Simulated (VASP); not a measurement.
# BAs (F-43m) in VASP: notebook, part 3 of 3

VASP 6.6.1. Earlier steps stand in the parts before.

### Step 4. Single point, PBE (volume scaled by 0.98, then relaxed in part)

INCAR

```
PREC = Accurate
ENCUT = 520
EDIFF = 1E-6
ISMEAR = -1
SIGMA = 0.02
LREAL = F
LASPH = T
NELM = 80
ALGO = Normal
ISIF = 2
LWAVE = F
LCHARG = F
GGA = PE
NBANDS = 11
```

KPOINTS

```
Automatic mesh
0
Gamma
  16 16 16
```

POSCAR

```
BAs
1.0
    0.0000000000      2.3724693156      2.3724693156
    2.3724693156      0.0000000000      2.3724693156
    2.3724693156      2.3724693156      0.0000000000
B As
1 1
Direct
    0.0000000000      0.0000000000      0.0000000000
    0.2500000000      0.2500000000      0.2500000000
```

Potentials or basis: VASP PAW PBE potentials, release 64 (B, As).

On the command line:

```
cat potpaw_PBE.64/B/POTCAR potpaw_PBE.64/As/POTCAR > POTCAR
mpirun -np 1 vasp_std > vasp.out
```

OUTCAR:

```text
PREC = Accurate
   ENCUT = 520
   EDIFF = 1E-6
   ISMEAR = -1
   LREAL = F
   LASPH = T
   NELM = 80
   ISIF = 2
   GGA = PE

 ion  position               nearest neighbor table
   1  0.000  0.000  0.000-   2 2.05   2 2.05   2 2.05   2 2.05
   2  0.250  0.250  0.250-   1 2.05   1 2.05   1 2.05   1 2.05

  LATTYP: Found a face centered cubic cell.
 ALAT       =     4.7449386312

  Lattice vectors:

 A1 = (   0.0000000000,   2.3724693156,   2.3724693156)
 A2 = (   2.3724693156,   0.0000000000,   2.3724693156)
 A3 = (   2.3724693156,   2.3724693156,   0.0000000000)

Analysis of symmetry for initial positions (statically):
=====================================================================
 Subroutine PRICEL returns:
 Original cell was already a primitive cell.

 Routine SETGRP: Setting up the symmetry group for a
 face centered cubic supercell.

 Subroutine GETGRP returns: Found 24 space group operations
 (whereof 24 operations were pure point group operations)
 out of a pool of 48 trial point group operations.

The static configuration has the point symmetry T_d .

Analysis of symmetry for dynamics (positions and initial velocities):
=====================================================================
 Subroutine PRICEL returns:
 Original cell was already a primitive cell.

 Routine SETGRP: Setting up the symmetry group for a
 face centered cubic supercell.

 Subroutine GETGRP returns: Found 24 space group operations
 (whereof 24 operations were pure point group operations)
 out of a pool of 48 trial point group operations.

The dynamic configuration has the point symmetry T_d .

 Subroutine INISYM returns: Found 24 space group operations
 (whereof 24 operations are pure point group operations),
 and found     1 'primitive' translations

----------------------------------------------------------------------------------------

[... 113 lines left out ...]
  volume/ion in A,a.u.               =      13.35        90.12
  Fermi-wavevector in a.u.,A,eV,Ry     =   1.095370  2.069949 16.324756  1.199836
  Thomas-Fermi vector in A             =   2.231692
   LORBIT       =      0    0 simple, 1 ext, 2 COOP (PROOUT), +10 PAW based schemes
   GGA     = PE    functional components
   LHFCALC =     F    Hartree Fock is set to
   AEXX    =    0.0000 exact exchange contribution
   IVDW    =     0    specifies the selected vdW correction
   LEPSILON=     F    determine dielectric tensor
   LRPA    =     F    only Hartree local field effects (RPA)
 non-spin polarized calculation
  energy-cutoff  :      520.00
  volume of cell :       26.71
 maximum number of plane-waves:       736
 NGX is ok and might be reduce to    28
   NGX = 13   NGY = 13   NGZ = 13

 number of electron       8.0000000 magnetization

 Free energy of the ion-electron system (eV)
  ---------------------------------------------------
  ext. energy  EPLUGINS =         0.00000000
  ---------------------------------------------------
  free energy    TOTEN  =       -11.38986478 eV

  energy without entropy =      -11.38986478  energy(sigma->0) =      -11.38986478

 E-fermi :   6.6927     XC(G=0): -10.6721

 val. band max:        6.3510031496   @ k =   0.0000   0.0000   0.0000
 cond. band min:       7.5203968187   @ k =   0.3750   0.3750   0.0000
 fundamental gap:      1.1693936691
 Fermi energy:         6.6926548610

 k-point     1 :       0.0000    0.0000    0.0000
  band No.  band energies     occupation
      1      -9.2363      2.00000
      2       6.3510      2.00000
      3       6.3510      2.00000
      4       6.3510      2.00000
      5       9.6533      0.00000
      6       9.6533      0.00000
      7       9.6533      0.00000
      8      11.2964      0.00000
      9      16.0332      0.00000
     10      19.3838      0.00000
     11      19.3838      0.00000
[... 309 lines left out ...]
 k-point    24 :      -0.0625    0.0625    0.0000
  band No.  band energies     occupation
      1      -9.0620      2.00000
      2       5.1052      2.00000
      3       5.5793      2.00000
      4       6.2371      2.00000
      5       9.8395      0.00000
      6       9.9075      0.00000
      7      10.3193      0.00000
      8      12.1110      0.00000
      9      16.7303      0.00000
     10      17.8428      0.00000
     11      18.6041      0.00000

 [... further k-points ...]
[... 5 lines left out ...]
  --------------------------------------------------------------------------------------
  -------------------------------------------------------------------------------------
  Total        1.0829996      1.0829996      1.0829996     -0.0000000      0.0000000      0.0000000
  in kB       64.9691309     64.9691309     64.9691309     -0.0000000      0.0000000      0.0000000
  external PRESSURE =      64.9691309 kB  Pullay stress =       0.0000000 kB

 VOLUME and BASIS-vectors are now :
 -----------------------------------------------------------------------------
  energy-cutoff  :      520.00
  volume of cell :       26.71
      direct lattice vectors                 reciprocal lattice vectors
     0.000000000  2.372469316  2.372469316    -0.210750882  0.210750882  0.210750882
     2.372469316  0.000000000  2.372469316     0.210750882 -0.210750882  0.210750882
     2.372469316  2.372469316  0.000000000     0.210750882  0.210750882 -0.210750882

 POSITION                                       TOTAL-FORCE (eV/Angst)
 -----------------------------------------------------------------------------------
      0.00000      0.00000      0.00000         0.000000      0.000000      0.000000
      1.18623      1.18623      1.18623        -0.000000     -0.000000     -0.000000
 -----------------------------------------------------------------------------------
    total drift:                               -0.000000     -0.000000     -0.000000

  FREE ENERGIE OF THE ION-ELECTRON SYSTEM (eV)
  ---------------------------------------------------
  free  energy   TOTEN  =       -11.3898647803 eV

  energy  without entropy=      -11.3898647802  energy(sigma->0) =      -11.38986478
```

OSZICAR:

```text
N       E                     dE             d eps       ncg     rms          rms(c)
DAV:   1     0.131881077482E+02    0.13188E+02   -0.37481E+03  3198   0.645E+02
DAV:   2    -0.112851885250E+02   -0.24473E+02   -0.23283E+02  4249   0.104E+02
DAV:   3    -0.120668598998E+02   -0.78167E+00   -0.77901E+00  3929   0.175E+01
DAV:   4    -0.120691007792E+02   -0.22409E-02   -0.22408E-02  3519   0.105E+00
DAV:   5    -0.120691038479E+02   -0.30687E-05   -0.30687E-05  3859   0.426E-02    0.508E+00
DAV:   6    -0.114610490935E+02    0.60805E+00   -0.16426E+00  3421   0.527E+00    0.247E+00
DAV:   7    -0.113964797545E+02    0.64569E-01   -0.20987E-01  3766   0.224E+00    0.100E+00
DAV:   8    -0.113894037162E+02    0.70760E-02   -0.20710E-02  3595   0.823E-01    0.100E-01
DAV:   9    -0.113897054611E+02   -0.30174E-03   -0.75249E-04  3699   0.161E-01    0.609E-02
DAV:  10    -0.113898590048E+02   -0.15354E-03   -0.18938E-04  3392   0.842E-02    0.124E-02
DAV:  11    -0.113898647482E+02   -0.57434E-05   -0.52254E-06  3935   0.154E-02    0.110E-02
DAV:  12    -0.113898647803E+02   -0.32045E-07   -0.26275E-06  3370   0.883E-03
   1 F= -.11389865E+02 E0= -.11389865E+02  d E =-.207492E-10
```

Wall time 61 s (1 thread of Intel Xeon Platinum 8259CL at 2.50GHz (Skylake/Cascade Lake), shared host); peak memory 0.19 GiB.

What came out:

```
Free energy            : -11.3899 eV
Pressure               : 6.5 GPa
Band gap on the k mesh : 1.17 eV, indirect (least direct gap 3.30 eV)
```

Levels at points of the mesh, in eV from the valence-band top:
| k point | band 1 | band 2 | band 3 | band 4 | band 5 | band 6 | band 7 | band 8 |
| --- | --- | --- | --- | --- | --- | --- | --- | --- |
| (0.00, 0.00, 0.00) | -15.59 | 0.00 | 0.00 | 0.00 | 3.30 | 3.30 | 3.30 | 4.95 |
| (0.50, 0.00, 0.00) | -12.64 | -8.94 | -1.86 | -1.86 | 2.81 | 4.80 | 4.80 | 8.90 |
| (0.50, 0.50, 0.00) | -11.29 | -8.64 | -4.17 | -4.17 | 1.40 | 1.42 | 11.56 | 11.56 |

 A k mesh can miss the band edges.

### Step 5. Single point, PBE (volume scaled by 1.02, then relaxed in part)

INCAR

```
ALGO = Normal
EDIFF = 1E-6
ENCUT = 520
GGA = PE
ISIF = 2
ISMEAR = -1
LASPH = True
LCHARG = False
LREAL = False
LWAVE = False
NBANDS = 11
NELM = 100
PREC = Accurate
SIGMA = 0.02
```

KPOINTS

```
k-points
0
Gamma
  16 16 16
```

POSCAR

```
BAs
1.0
    0.0000000000      2.4043183418      2.4043183418
    2.4043183418      0.0000000000      2.4043183418
    2.4043183418      2.4043183418      0.0000000000
B As
1 1
Direct
    0.0000000000      0.0000000000      0.0000000000
    0.2500000000      0.2500000000      0.2500000000
```

Potentials or basis: VASP PAW PBE potentials, release 64 (B, As).

On the command line:

```
cat potpaw_PBE.64/B/POTCAR potpaw_PBE.64/As/POTCAR > POTCAR
mpirun -np 1 vasp_std > vasp.out
```

OUTCAR:

```text
EDIFF = 1E-6
   ENCUT = 520
   GGA = PE
   ISIF = 2
   ISMEAR = -1
   LASPH = True
   LREAL = False
   NELM = 100
   PREC = Accurate

 ion  position               nearest neighbor table
   1  0.000  0.000  0.000-   2 2.08   2 2.08   2 2.08   2 2.08
   2  0.250  0.250  0.250-   1 2.08   1 2.08   1 2.08   1 2.08

  LATTYP: Found a face centered cubic cell.
 ALAT       =     4.8086366836

  Lattice vectors:

 A1 = (   0.0000000000,   2.4043183418,   2.4043183418)
 A2 = (   2.4043183418,   0.0000000000,   2.4043183418)
 A3 = (   2.4043183418,   2.4043183418,   0.0000000000)

Analysis of symmetry for initial positions (statically):
=====================================================================
 Subroutine PRICEL returns:
 Original cell was already a primitive cell.

 Routine SETGRP: Setting up the symmetry group for a
 face centered cubic supercell.

 Subroutine GETGRP returns: Found 24 space group operations
 (whereof 24 operations were pure point group operations)
 out of a pool of 48 trial point group operations.

The static configuration has the point symmetry T_d .

Analysis of symmetry for dynamics (positions and initial velocities):
[... 162 lines left out ...]
 cond. band min:       7.1175449744   @ k =   0.3750   0.3750   0.0000
 fundamental gap:      1.2081610769
 Fermi energy:         6.2768730079

 k-point     1 :       0.0000    0.0000    0.0000
  band No.  band energies     occupation
      1      -9.3126      2.00000
      2       5.9094      2.00000
      3       5.9094      2.00000
      4       5.9094      2.00000
      5       9.1613      0.00000
      6       9.1613      0.00000
      7       9.1613      0.00000
      8      10.3456      0.00000
      9      15.3971      0.00000
     10      18.7804      0.00000
     11      18.7804      0.00000
[... 309 lines left out ...]
 k-point    24 :      -0.0625    0.0625    0.0000
  band No.  band energies     occupation
      1      -9.1446      2.00000
      2       4.6735      2.00000
      3       5.1763      2.00000
      4       5.7981      2.00000
      5       9.3422      0.00000
      6       9.3612      0.00000
      7       9.7674      0.00000
      8      11.2547      0.00000
      9      16.0626      0.00000
     10      17.3048      0.00000
     11      18.0343      0.00000

 [... further k-points ...]
[... 5 lines left out ...]
  --------------------------------------------------------------------------------------
  -------------------------------------------------------------------------------------
  Total        0.1125606      0.1125606      0.1125606     -0.0000000     -0.0000000      0.0000000
  in kB        6.4877028      6.4877028      6.4877028     -0.0000000     -0.0000000      0.0000000
  external PRESSURE =       6.4877028 kB  Pullay stress =       0.0000000 kB

 VOLUME and BASIS-vectors are now :
 -----------------------------------------------------------------------------
  energy-cutoff  :      520.00
  volume of cell :       27.80
      direct lattice vectors                 reciprocal lattice vectors
     0.000000000  2.404318342  2.404318342    -0.207959151  0.207959151  0.207959151
     2.404318342  0.000000000  2.404318342     0.207959151 -0.207959151  0.207959151
     2.404318342  2.404318342  0.000000000     0.207959151  0.207959151 -0.207959151

 POSITION                                       TOTAL-FORCE (eV/Angst)
 -----------------------------------------------------------------------------------
      0.00000      0.00000      0.00000        -0.000000     -0.000000     -0.000000
      1.20216      1.20216      1.20216         0.000000      0.000000      0.000000
 -----------------------------------------------------------------------------------
    total drift:                               -0.000000     -0.000000     -0.000000

  FREE ENERGIE OF THE ION-ELECTRON SYSTEM (eV)
  ---------------------------------------------------
  free  energy   TOTEN  =       -11.4137769061 eV

  energy  without entropy=      -11.4137769061  energy(sigma->0) =      -11.41377691
```

Wall time 71 s (1 thread of Intel Xeon Platinum 8259CL at 2.50GHz (Skylake/Cascade Lake), shared host); peak memory 0.19 GiB.

Results:

- Free energy: -11.4138 eV
- Pressure: 0.6 GPa
- Band gap on the k mesh: 1.21 eV, indirect (least direct gap 3.25 eV)

Levels at points of the mesh, in eV from the valence-band top:
```csv
k point,band 1,band 2,band 3,band 4,band 5,band 6,band 7,band 8
"(0.00, 0.00, 0.00)",-15.22,0.00,0.00,0.00,3.25,3.25,3.25,4.44
"(0.50, 0.00, 0.00)",-12.42,-8.65,-1.79,-1.79,2.58,4.76,4.76,8.83
"(0.50, 0.50, 0.00)",-11.14,-8.42,-4.00,-4.00,1.45,1.46,11.18,11.18
```

 A k mesh can miss the band edges.

### Step 6. Overview

```csv
cell,gap on the mesh (eV),pressure (GPa)
"a = 3.309 Å, angles 60.0°, 2 atoms",1.13,13.7
"a = 3.332 Å, angles 60.0°, 2 atoms",1.15,9.9
"a = 3.355 Å, angles 60.0°, 2 atoms",1.17,6.5
"a = 3.400 Å, angles 60.0°, 2 atoms",1.21,0.6
```

Alike in all rows: task single point; level PBE; potentials or basis VASP PAW PBE potentials, release 64 (B, As); no spin polarisation; k mesh 16 × 16 × 16; cutoff (eV) 520; smearing fermi-dirac 0.02 eV.

Total energies depend on the potentials used, so only differences within one code and one set of settings carry meaning.
